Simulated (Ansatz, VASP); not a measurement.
## FeO in VASP and in Ansatz

```
Fe O
1.0
     1.58442    0.91477    2.48305
    -1.58442    0.91477    2.48305
     0.00000   -1.82953    2.48305
Fe O
1 1
Cartesian
  0.0000 0.0000 0.0000
  0.0000 0.0000 3.7246
```

Alike in both runs: task relaxation of cell and atoms; functional PBE; k mesh 12 × 12 × 12; occupations gaussian, width 0.02 eV; collinear spin; Hubbard terms Fe d U = 5.3 eV.

|  | VASP | Ansatz |
| --- | --- | --- |
| version | VASP 6.6.1 | Ansatz 0.2.0 |
| potentials or method | VASP PAW PBE potentials, release 64 (Fe, O), cutoff 600 eV | scalar-relativistic, plane waves, PAW |
| valence electrons in the cell | 14 | 22 |

```csv
,VASP,Ansatz,Ansatz less VASP
net moment per atom (μB),2.00,2.00,0.000
size of the moment on the site where the two differ most (μB),3.85,3.54,-0.310
relaxed volume (Å³/atom),10.11,10.80,+0.685
relaxed length of the cell vector where the two differ most in proportion (Å),3.045,3.084,+0.0395
```

Site moments also hang on the region over which each program counts them. The programs project onto different local orbitals, so the same U acts differently, and such runs can settle in different states. VASP's potentials hold 14 valence electrons a cell and Ansatz's 22, so a difference there can come from the potentials and not from the codes.
